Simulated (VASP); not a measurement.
Input of a VASP 6.6.1 run:

Contents of INCAR:

```
SYSTEM = LiF
PREC = Accurate
ENCUT = 520
EDIFF = 1E-7
ISMEAR = 0
SIGMA = 0.05
LREAL = Auto
LASPH = .True.
NELM = 100
ALGO = Normal
ISIF = 2
LWAVE = .False.
LCHARG = .True.
LDIPOL = .True.
IDIPOL = 3
DIPOL = 0.5 0.5 0.500
GGA = PE
IVDW = 12
LELF = .True.
LVHAR = .True.
LVACPOTAV = .True.
NBANDS = 102
```

File KPOINTS:

```
Automatic mesh
0
Gamma
  5 5 1
  0 0 0
```

The input POSCAR:

```
LiF
1.0
    5.6574267976      0.0000000000      0.0000000000
    0.0000000000      5.6574267976      0.0000000000
    0.0000000000      0.0000000000     23.0006072790
Li F
16 16
Direct
    0.2500000000      0.2500000000      0.3695554599
    0.2500000000      0.7500000000      0.3695554599
    0.7500000000      0.2500000000      0.3695554599
    0.7500000000      0.7500000000      0.3695554599
    0.5000000000      0.5000000000      0.4565184866
    0.5000000000      0.0000000000      0.4565184866
    0.0000000000      0.5000000000      0.4565184866
    0.0000000000      0.0000000000      0.4565184866
    0.7500000000      0.7500000000      0.5440335162
    0.7500000000      0.2500000000      0.5440335162
    0.2500000000      0.7500000000      0.5440335162
    0.2500000000      0.2500000000      0.5440335162
    0.0000000000      0.0000000000      0.6293383408
    0.0000000000      0.5000000000      0.6293383408
    0.5000000000      0.0000000000      0.6293383408
    0.5000000000      0.5000000000      0.6293383408
    0.5000000000      0.5000000000      0.3695554599
    0.5000000000      0.0000000000      0.3695554599
    0.0000000000      0.5000000000      0.3695554599
    0.0000000000      0.0000000000      0.3695554599
    0.7500000000      0.7500000000      0.4565184866
    0.7500000000      0.2500000000      0.4565184866
    0.2500000000      0.7500000000      0.4565184866
    0.2500000000      0.2500000000      0.4565184866
    0.0000000000      0.0000000000      0.5434972776
    0.0000000000      0.5000000000      0.5434972776
    0.5000000000      0.0000000000      0.5434972776
    0.5000000000      0.5000000000      0.5434972776
    0.2500000000      0.2500000000      0.6325466586
    0.2500000000      0.7500000000      0.6325466586
    0.7500000000      0.2500000000      0.6325466586
    0.7500000000      0.7500000000      0.6325466586
```

Potentials or basis: VASP PAW PBE potentials, release 64 (Li_sv, F).

Launch:

```sh
$ cat potpaw_PBE.64/Li_sv/POTCAR potpaw_PBE.64/F/POTCAR > POTCAR
$ mpirun -np 1 vasp_std > vasp.out
```

(1) What does it give for the largest force?

(2) Predict the band gap on the k mesh.

Answers

(1) 0.382 eV/Å.

(2) 6.29 eV.
